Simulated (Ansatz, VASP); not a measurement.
Sb in VASP and in Ansatz

```
Sb
1.0
     3.11048    0.00000   -0.00013
     0.00000    4.39642    0.00000
    -0.00969    0.00000    4.48303
Sb
2
Direct
  0.00018 0.75000 0.74993
  0.99982 0.25000 0.25007
```

Change from the starting cell: strain along c alone, the other axes held, atoms relaxed: +2.0 %.

Alike in both runs: functional PBE; k mesh 14 × 10 × 10; occupations gaussian, width 0.1 eV; no spin polarisation.

Ansatz relaxed the structure, and its values are those at the end. VASP's run is a single point on that final structure, the one shown.

```csv
,VASP,Ansatz
version,VASP 6.6.1,Ansatz 0.2.0
potentials or method,"VASP PAW PBE potentials, release 64 (Sb), cutoff 520 eV","scalar-relativistic, plane waves, PAW"
valence electrons in the cell,10,30
```

|  | VASP | Ansatz | Ansatz less VASP |
| --- | --- | --- | --- |
| gap on the k mesh at the Fermi level (eV) | none | none | - |
| pressure (GPa) | -1.1 | -1.0 | +0.03 |

A gap of «none» marks a metal or a gap that the smearing closes. VASP's potentials hold 10 valence electrons a cell and Ansatz's 30, so a difference there can come from the potentials and not from the codes. Ansatz's warnings: stress scf threshold loose.

Neither program's run includes spin-orbit coupling.
